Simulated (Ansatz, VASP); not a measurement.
# Sb2I3 in VASP and in Ansatz

```
CELL_PARAMETERS angstrom
5.02071 0.00000 0.00000
-2.51036 4.34807 0.00000
0.00000 0.00000 9.58045
ATOMIC_POSITIONS crystal
Sb 0.33333 0.66667 0.15495
Sb 0.66667 0.33333 0.84505
I 0.00000 0.00000 0.00000
I 0.33333 0.66667 0.69984
I 0.66667 0.33333 0.30016
```

Alike in both runs: functional PBE; k mesh 12 × 12 × 4; occupations gaussian, width 0.1 eV; no spin polarisation.

Ansatz relaxed the structure, and its values are those at the end. VASP's run is a single point on that final structure, the one shown.

|  | VASP | Ansatz |
| --- | --- | --- |
| version | VASP 6.6.1 | Ansatz 0.2.0 |
| potentials or method | VASP PAW PBE potentials, release 64 (Sb, I), cutoff 520 eV | scalar-relativistic, plane waves, PAW |
| valence electrons in the cell | 31 | 81 |

Ansatz gave:

```
gap on the k mesh at the Fermi level (eV) : none
pressure (GPa)                            : 0.0
rms of the force components (eV/Å)        : 0.003
```

What did VASP give for the same quantities?

gap on the k mesh at the Fermi level (eV): none; pressure (GPa): -0.1; rms of the force components (eV/Å): 0.006.

A gap of «none» marks a metal or a gap that the smearing closes. With one functional, cell and mesh, what is left measures potentials, basis and numerics. VASP's potentials hold 31 valence electrons a cell and Ansatz's 81, so a difference there can come from the potentials and not from the codes.

Spin-orbit coupling is off throughout.
